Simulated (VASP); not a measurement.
# CuO (P1) in VASP: settings compared

The runs below take CuO through single point, with PBE, PBEsol+U.

Program: VASP 6.6.1. These are calculated values, not measurements. Logs are shortened: lines on timing, memory, paths and dates and some standing lists are left out, and cuts for length are marked.

## (1) The cell of the first run

The typed cell holds 2 atoms: a = 2.993 Å, b = 2.993 Å, c = 2.993 Å, α = 60.00°, β = 60.00°, γ = 60.00°.

## (2) Single point, PBE

INCAR reads:

```
PREC     = Accurate       # precision mode
ENCUT    = 520            # plane-wave cutoff, eV
EDIFF    = 1E-7           # SCF threshold, eV
ISMEAR   = -1             # smearing method
SIGMA    = 0.05           # smearing width, eV
LREAL    = False          # projectors in reciprocal space
LASPH    = True           # aspherical terms in the spheres
NELM     = 60             # most SCF steps
ALGO     = Normal         # electronic algorithm
ISIF     = 2              # what is computed and relaxed
LWAVE    = False          # write WAVECAR
LCHARG   = True           # write CHGCAR
GGA      = PE             # functional
LELF     = True           # ELF
LVHAR    = True         
NBANDS   = 16             # bands
```

KPOINTS reads:

```
Automatic mesh
0
Gamma
  6 6 6
```

POSCAR reads:

```
CuO
1.0
    0.0000000000      2.1165600000      2.1165600000
    2.1165600000      0.0000000000      2.1165600000
    2.1165600000      2.1165600000      0.0000000000
Cu O
1 1
Direct
    0.0294977200      0.0281008700      0.9080259900
    0.4705022800      0.4718991300      0.5919740100
```

Potentials or basis: VASP PAW PBE potentials, release 64 (Cu, O).

Launch:

```bash
> cat potpaw_PBE.64/Cu/POTCAR potpaw_PBE.64/O/POTCAR > POTCAR
> mpirun -np 1 vasp_std > vasp.out
```

OUTCAR:

```text
PREC = Accurate
   ENCUT = 520
   EDIFF = 1E-7
   ISMEAR = -1
   LREAL = False
   LASPH = True
   NELM = 60
   ISIF = 2
   GGA = PE

 ion  position               nearest neighbor table
   1  0.029  0.028  0.908-   2 1.88   2 1.89   2 1.91
   2  0.471  0.472  0.592-   1 1.88   1 1.89   1 1.91

  LATTYP: Found a face centered cubic cell.
 ALAT       =     4.2331200000

  Lattice vectors:

 A1 = (   0.0000000000,   2.1165600000,   2.1165600000)
 A2 = (   2.1165600000,   0.0000000000,   2.1165600000)
 A3 = (   2.1165600000,   2.1165600000,   0.0000000000)

Analysis of symmetry for initial positions (statically):
=====================================================================
 Subroutine PRICEL returns:
 Original cell was already a primitive cell.

 Routine SETGRP: Setting up the symmetry group for a
 face centered cubic supercell.

 Subroutine GETGRP returns: Found  1 space group operations
 (whereof  1 operations were pure point group operations)
 out of a pool of 48 trial point group operations.

The static configuration has the point symmetry C_1 .

Analysis of symmetry for dynamics (positions and initial velocities):
=====================================================================
 Subroutine PRICEL returns:
 Original cell was already a primitive cell.

 Routine SETGRP: Setting up the symmetry group for a
 face centered cubic supercell.

 Subroutine GETGRP returns: Found  1 space group operations
 (whereof  1 operations were pure point group operations)
 out of a pool of 48 trial point group operations.

The dynamic configuration has the point symmetry C_1 .

 Subroutine INISYM returns: Found  1 space group operations
 (whereof  1 operations are pure point group operations),
 and found     1 'primitive' translations

----------------------------------------------------------------------------------------

                                     Primitive cell

  volume of cell :      18.9636

  direct lattice vectors                    reciprocal lattice vectors
     0.000000000  2.116560000  2.116560000    -0.236232377  0.236232377  0.236232377
     2.116560000  0.000000000  2.116560000     0.236232377 -0.236232377  0.236232377
     2.116560000  2.116560000  0.000000000     0.236232377  0.236232377 -0.236232377

  length of vectors
     2.993267858  2.993267858  2.993267858     0.409166479  0.409166479  0.409166479

  position of ions in fractional coordinates (direct lattice)
     0.029497720  0.028100870  0.908025990
     0.470502280  0.471899130  0.591974010

  ion indices of the primitive-cell ions
   primitive index   ion index
                 1           1
                 2           2

----------------------------------------------------------------------------------------

 KPOINTS: Automatic mesh

Automatic generation of k-mesh.
 Grid dimensions read from file:
 generate k-points for:    6    6    6

 Generating k-lattice:

  Cartesian coordinates                     Fractional coordinates (reciprocal lattice)
    -0.039372063  0.039372063  0.039372063     0.166666667  0.000000000  0.000000000
     0.039372063 -0.039372063  0.039372063     0.000000000  0.166666667  0.000000000
     0.039372063  0.039372063 -0.039372063     0.000000000  0.000000000  0.166666667

  Length of vectors
     0.068194413  0.068194413  0.068194413

  Shift w.r.t. Gamma in fractional coordinates (k-lattice)
     0.000000000  0.000000000  0.000000000

 Subroutine IBZKPT returns following result:
 ===========================================

 Found    112 irreducible k-points:

 Following reciprocal coordinates:
            Coordinates               Weight
  0.000000  0.000000  0.000000      1.000000
  0.166667  0.000000  0.000000      2.000000
  0.000000  0.166667  0.000000      2.000000
  0.000000  0.000000  0.166667      2.000000
  0.166667  0.166667  0.166667      2.000000
  0.333333  0.000000  0.000000      2.000000
[... 16 lines left out ...]
  0.166667 -0.166667 -0.166667      2.000000
  0.333333  0.333333  0.166667      2.000000
 [... further k-points ...]
   k-points           NKPTS =    112   k-points in BZ     NKDIM =    112   number of bands    NBANDS=     16
   number of dos      NEDOS =    301   number of ions     NIONS =      2
   total plane-waves  NPLWV =  13824
   dimension x,y,z NGX =    24 NGY =   24 NGZ =   24
   dimension x,y,z NGXF=    48 NGYF=   48 NGZF=   48
   ions per type =               1   1
   NGX,Y,Z   is equivalent  to a cutoff of  13.33, 13.33, 13.33 a.u.
   NGXF,Y,Z  is equivalent  to a cutoff of  26.66, 26.66, 26.66 a.u.
 SYSTEM =  unknown system
   PREC   = accura    normal or accurate (medium, high low for compatibility)
   ISTART =      0    job   : 0-new  1-cont  2-samecut
   ICHARG =      2    charge: 1-file 2-atom 10-const
   ISPIN  =      1    spin polarized calculation?
   LNONCOLLINEAR =      F non collinear calculations
   LSORBIT =      F    spin-orbit coupling
   LASPH  =      T    aspherical Exc in radial PAW
   ENCUT  =  520.0 eV  38.22 Ry    6.18 a.u.   5.57  5.57  5.57*2*pi/ulx,y,z
   NELM   =     60;   NELMIN=  2; NELMDL= -5     # of ELM steps
   EDIFF  = 0.1E-06   stopping-criterion for ELM
   LREAL  =      F    real-space projection
   EDIFFG = 0.1E-05   stopping-criterion for IOM
   NSW    =      0    number of steps for IOM
   IBRION =     -1    ionic relax: 0-MD 1-quasi-New 2-CG
   NFREE  =      0    steps in history (QN), initial steepest desc. (CG)
   ISIF   =      2    stress and relaxation
   ISYM   =      2    0-nonsym 1-usesym 2-fastsym
   POTIM  = 0.5000    time-step for ionic-motion
   TEBEG  =    0.0;   TEEND  =   0.0 temperature during run
   PSTRESS=    0.0 pullay stress
   NELECT =      17.0000    total number of electrons
   NUPDOWN=      -1.0000    fix difference up-down
   EMIN   =  10.00;   EMAX   =-10.00  energy-range for DOS
   EFERMI =   0.00;   METHOD = LEGACY
   ISMEAR =    -1;   SIGMA  =   0.05  broadening in eV -4-tet -1-fermi 0-gaus
   EFERMI_NEDOS =   21; number of points for ismear=-14 and -15
   IALGO  =     38    algorithm
   IMIX   =      4    mixing-type and parameters
     AMIX     =   0.40;   BMIX     =  1.00
     AMIX_MAG =   1.60;   BMIX_MAG =  1.00
  volume/ion in A,a.u.               =       9.48        63.99
  Fermi-wavevector in a.u.,A,eV,Ry     =   1.578522  2.982973 33.902055  2.491731
  Thomas-Fermi vector in A             =   2.679040
   LORBIT       =      0    0 simple, 1 ext, 2 COOP (PROOUT), +10 PAW based schemes
   GGA     = PE    functional components
[... 5 lines left out ...]
 non-spin polarized calculation
  energy-cutoff  :      520.00
  volume of cell :       18.96
 maximum number of plane-waves:       531
 NGX is ok and might be reduce to    24
   NGX = 11   NGY = 11   NGZ = 11

 number of electron      17.0000002 magnetization

 Free energy of the ion-electron system (eV)
  ---------------------------------------------------
  ext. energy  EPLUGINS =         0.00000000
  ---------------------------------------------------
  free energy    TOTEN  =        -9.10783780 eV

  energy without entropy =       -9.08330066  energy(sigma->0) =       -9.09556923

 E-fermi :   6.2091     XC(G=0): -12.3627

 val. band max:        6.2065885514   @ k =   0.0000   0.5000   0.1667
 cond. band min:       6.2099555922   @ k =   0.1667   0.5000   0.0000
 fundamental gap:      0.0033670409
 Fermi energy:         6.2091093429

 k-point     1 :       0.0000    0.0000    0.0000
  band No.  band energies     occupation
      1     -13.5282      2.00000
      2       1.6210      2.00000
      3       1.6787      2.00000
      4       2.3161      2.00000
      5       3.6814      2.00000
      6       3.7149      2.00000
[... 8 lines left out ...]
     15      28.1430      0.00000
     16      28.1814      0.00000

 k-point     2 :       0.1667    0.0000    0.0000
  band No.  band energies     occupation
      1     -13.2613      2.00000
      2       0.7297      2.00000
      3       1.5350      2.00000
      4       2.5642      2.00000
      5       3.6080      2.00000
      6       3.6822      2.00000
[... 8 lines left out ...]
     15      27.2591      0.00000
     16      28.3669      0.00000

 k-point     3 :       0.0000    0.1667    0.0000
  band No.  band energies     occupation
      1     -13.2612      2.00000
      2       0.7240      2.00000
      3       1.5492      2.00000
      4       2.5632      2.00000
      5       3.6008      2.00000
      6       3.6826      2.00000
[... 8 lines left out ...]
     15      27.2626      0.00000
     16      28.3725      0.00000

 k-point     4 :       0.0000    0.0000    0.1667
  band No.  band energies     occupation
      1     -13.2651      2.00000
      2       1.3142      2.00000
      3       1.3575      2.00000
      4       1.4555      2.00000
      5       3.8107      2.00000
      6       3.8329      2.00000
[... 8 lines left out ...]
     15      27.3765      0.00000
     16      27.4012      0.00000

 k-point     5 :       0.1667    0.1667    0.1667
  band No.  band energies     occupation
      1     -13.2617      2.00000
      2       0.7519      2.00000
      3       1.4821      2.00000
      4       2.5680      2.00000
      5       3.6385      2.00000
      6       3.6750      2.00000
[... 8 lines left out ...]
     15      27.2445      0.00000
     16      28.3449      0.00000

 k-point     6 :       0.3333    0.0000    0.0000
  band No.  band energies     occupation
      1     -12.6710      2.00000
      2      -0.6948      2.00000
      3       1.2184      2.00000
      4       2.2604      2.00000
      5       3.7237      2.00000
      6       3.8881      2.00000
[... 8 lines left out ...]
     15      28.9740      0.00000
     16      29.3371      0.00000

 k-point     7 :       0.0000    0.3333    0.0000
  band No.  band energies     occupation
      1     -12.6707      2.00000
      2      -0.6978      2.00000
      3       1.2369      2.00000
      4       2.2609      2.00000
      5       3.7154      2.00000
      6       3.8854      2.00000
[... 8 lines left out ...]
     15      28.9754      0.00000
     16      29.3368      0.00000

 k-point     8 :       0.0000    0.0000    0.3333
  band No.  band energies     occupation
      1     -12.6819      2.00000
      2      -0.2639      2.00000
      3       0.8039      2.00000
      4       0.8667      2.00000
      5       4.0919      2.00000
      6       4.1055      2.00000
[... 8 lines left out ...]
     15      29.0955      0.00000
     16      29.1087      0.00000

 k-point     9 :       0.3333    0.3333    0.3333
  band No.  band energies     occupation
      1     -12.6722      2.00000
      2      -0.6833      2.00000
      3       1.1529      2.00000
      4       2.2522      2.00000
      5       3.7644      2.00000
      6       3.8887      2.00000
[... 8 lines left out ...]
     15      28.9790      0.00000
     16      29.3265      0.00000
[... 172 lines left out ...]
 k-point    19 :       0.1667    0.0000    0.3333
  band No.  band energies     occupation
      1     -12.7279      2.00000
      2       0.0029      2.00000
      3       1.1372      2.00000
      4       1.2038      2.00000
      5       3.8408      2.00000
      6       4.1424      2.00000
[... 8 lines left out ...]
     15      30.9479      0.00000
     16      31.5503      0.00000

 k-point    20 :       0.1667    0.1667   -0.1667
  band No.  band energies     occupation
      1     -12.7287      2.00000
      2       0.0379      2.00000
      3       1.1365      2.00000
      4       1.1522      2.00000
      5       3.8625      2.00000
      6       4.1300      2.00000
[... 8 lines left out ...]
     15      30.9226      0.00000
     16      31.5330      0.00000

 k-point    21 :       0.3333    0.1667    0.3333
  band No.  band energies     occupation
      1     -12.7238      2.00000
      2      -0.2108      2.00000
      3       1.1392      2.00000
      4       2.2578      2.00000
      5       3.5504      2.00000
      6       4.0184      2.00000
[... 8 lines left out ...]
     15      30.4995      0.00000
     16      31.6669      0.00000

 k-point    22 :       0.1667    0.3333    0.0000
  band No.  band energies     occupation
      1     -12.7241      2.00000
      2      -0.2074      2.00000
      3       1.1722      2.00000
      4       2.2422      2.00000
      5       3.5496      2.00000
      6       3.9928      2.00000
[... 8 lines left out ...]
     15      30.4506      0.00000
     16      31.6658      0.00000

 k-point    23 :       0.1667   -0.1667   -0.1667
  band No.  band energies     occupation
      1     -12.7229      2.00000
      2      -0.2234      2.00000
      3       1.1857      2.00000
      4       2.2864      2.00000
      5       3.5384      2.00000
      6       3.9788      2.00000
[... 8 lines left out ...]
     15      30.4687      0.00000
     16      31.6739      0.00000

 k-point    24 :       0.3333    0.3333    0.1667
  band No.  band energies     occupation
      1     -12.7241      2.00000
      2      -0.1640      2.00000
      3       1.4254      2.00000
      4       1.8880      2.00000
      5       3.8345      2.00000
      6       3.9420      2.00000
[... 8 lines left out ...]
     15      30.4811      0.00000
     16      31.4260      0.00000

 [... further k-points ...]
[... 5 lines left out ...]
  --------------------------------------------------------------------------------------
  -------------------------------------------------------------------------------------
  Total        2.4561868      2.3581428      2.0436423     -0.5375025      0.4297883      0.4529795
  in kB      207.5153510    199.2319255    172.6607903    -45.4118607     36.3114396     38.2707822
  external PRESSURE =     193.1360223 kB  Pullay stress =       0.0000000 kB

 VOLUME and BASIS-vectors are now :
 -----------------------------------------------------------------------------
  energy-cutoff  :      520.00
  volume of cell :       18.96
      direct lattice vectors                 reciprocal lattice vectors
     0.000000000  2.116560000  2.116560000    -0.236232377  0.236232377  0.236232377
     2.116560000  0.000000000  2.116560000     0.236232377 -0.236232377  0.236232377
     2.116560000  2.116560000  0.000000000     0.236232377  0.236232377 -0.236232377

 POSITION                                       TOTAL-FORCE (eV/Angst)
 -----------------------------------------------------------------------------------
      1.98137      1.98433      0.12191         0.651645      0.594396     -0.419765
      2.25175      2.24879      1.99465        -0.651645     -0.594396      0.419765
 -----------------------------------------------------------------------------------
    total drift:                                0.000166      0.000103      0.000225

  FREE ENERGIE OF THE ION-ELECTRON SYSTEM (eV)
  ---------------------------------------------------
  free  energy   TOTEN  =        -9.1078377981 eV

  energy  without entropy=       -9.0833006599  energy(sigma->0) =       -9.09556923
```

Run time: 28 s. Hardware: 1 thread of Intel Xeon Platinum 8175M at 2.50GHz (Skylake/Cascade Lake), shared host; peak memory 0.16 GiB.

What came out:

| Quantity | Value |
| --- | --- |
| Free energy | -9.1078 eV |
| Pressure | 19.3 GPa |
| Largest force | 0.977 eV/Å |

Forces in eV/Å, atoms in the order of the input:
```
Cu   0.652  0.594 -0.420
O   -0.652 -0.594  0.420
```

Levels at points of the mesh, in eV from the Fermi level:
| k point | band 5 | band 6 | band 7 | band 8 | band 9 | band 10 | band 11 | band 12 | band 13 | band 14 |
| --- | --- | --- | --- | --- | --- | --- | --- | --- | --- | --- |
| (0.00, 0.00, 0.00) | -2.53 | -2.49 | -0.55 | -0.24 | -0.21 | 1.48 | 16.91 | 18.11 | 18.23 | 18.88 |
| (0.50, 0.00, 0.00) | -2.15 | -2.12 | -1.57 | -0.37 | 0.41 | 6.49 | 9.21 | 14.71 | 15.22 | 19.79 |
| (0.00, 0.50, 0.00) | -2.16 | -2.13 | -1.56 | -0.38 | 0.39 | 6.49 | 9.21 | 14.71 | 15.24 | 19.78 |
| (0.00, 0.00, 0.50) | -1.97 | -1.96 | -1.31 | 1.03 | 1.05 | 6.13 | 9.05 | 13.88 | 13.93 | 20.65 |
| (0.50, 0.50, 0.50) | -2.14 | -2.11 | -1.57 | -0.34 | 0.46 | 6.48 | 9.21 | 14.72 | 15.14 | 19.83 |
| (0.50, 0.50, 0.00) | -1.91 | -1.84 | -1.75 | -1.31 | -1.22 | 5.33 | 11.03 | 11.21 | 16.52 | 18.11 |
| (0.00, 0.50, 0.50) | -1.97 | -1.85 | -1.78 | -1.35 | -1.28 | 5.31 | 11.11 | 11.27 | 16.50 | 17.98 |
| (0.50, 0.00, 0.50) | -1.96 | -1.85 | -1.77 | -1.35 | -1.26 | 5.31 | 11.09 | 11.25 | 16.51 | 18.01 |

Caveat: the k points lie up to 0.43 Å⁻¹ apart; an odd number of electrons without spin polarisation forces a metal; a magnetic or distorted state may lie lower; semilocal functionals often make such compounds metallic where correlation or magnetic order opens a gap, which also shifts bond lengths.

## (3) Single point, PBEsol+U

INCAR reads:

```
  PREC = Accurate
  ENCUT = 520
  EDIFF = 1E-6
  ISMEAR = -1
  SIGMA = 0.05
  LREAL = F
  LASPH = T
  NELM = 150
  ALGO = Normal
  ISIF = 2
  LWAVE = F
  LCHARG = F
  LMAXMIX = 4
  LDAU = T
  LDAUTYPE = 2
  LDAUL = 2 -1
  LDAUU = 5.3 0
  LDAUJ = 0 0
  LDAUPRINT = 1
  GGA = PS
  NBANDS = 16
```

KPOINTS reads:

```
Automatic mesh
0
Gamma
  11 11 11
```

POSCAR is that of step 2.

Potentials or basis: VASP PAW PBE potentials, release 64 (Cu, O).

Launch:

```bash
> cat potpaw_PBE.64/Cu/POTCAR potpaw_PBE.64/O/POTCAR > POTCAR
> mpirun -np 1 vasp_std > vasp.out
```

Run time: 90 s. Hardware: 1 thread of Intel Xeon Platinum 8488C (Sapphire Rapids), shared host; peak memory 0.31 GiB.

The run converged. Its results:

```
Free energy   : -8.3078 eV
Pressure      : 3.8 GPa
Largest force : 0.781 eV/Å
```

Forces on the atoms (eV/Å):
```
Cu   0.519  0.474 -0.341
O   -0.519 -0.474  0.341
```

Stress tensor (GPa, compression positive):
```
 4.96 -2.83  2.32
-2.83  4.28  2.18
 2.32  2.18  2.08
```

Levels at points of the mesh, in eV from the Fermi level:
```csv
k point,band 5,band 6,band 7,band 8,band 9,band 10,band 11,band 12,band 13,band 14
"(0.00, 0.00, 0.00)",-3.28,-3.24,-0.47,-0.15,-0.11,2.17,17.47,18.18,18.25,19.22
```

Eigenvalues of the final occupation matrices:
```
    site  spin  trace               eigenvalues
site 1 d     1   4.67  0.88 0.89 0.97 0.97 0.97
site 1 d     2   4.67  0.88 0.89 0.97 0.97 0.97
```

Caveat: the PAW data sets were made with another functional, which shifts forces and pressure a little; an odd number of electrons without spin polarisation forces a metal; a magnetic or distorted state may lie lower; U without spin polarisation on a metal has little footing.
